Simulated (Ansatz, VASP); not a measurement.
# One calculation of Rb, two programs

```
CELL_PARAMETERS angstrom
-2.54491 2.54491 2.54491
2.54491 -2.54491 2.54491
2.54491 2.54491 -2.54491
ATOMIC_POSITIONS crystal
Rb 0.00000 0.00000 0.00000
```

Alike in both runs: task relaxation of cell and atoms; functional PBEsol; k mesh 12 × 12 × 12; occupations gaussian, width 0.1 eV; no spin polarisation.

```csv
,VASP,Ansatz
version,VASP 6.6.1,Ansatz 0.2.0
potentials or method,"VASP PAW PBE potentials, release 64 (Rb_sv), cutoff 600 eV","scalar-relativistic, plane waves, PAW"
valence electrons in the cell,9,9
```

```tsv
	VASP	Ansatz	Ansatz less VASP
gap on the k mesh at the Fermi level, each at its own relaxed structure (eV)	none	none	-
relaxed volume (Å³/atom)	86.51	86.16	-0.342
relaxed cell length with the largest relative difference (Å)	4.826	4.819	-0.0064
```

VASP's potentials were made for PBE, not for PBEsol. A gap of «none» marks a metal or a gap that the smearing closes.

Noted on VASP's run: the volume moved by over 15 % at a fixed basis, so the end points are rough.
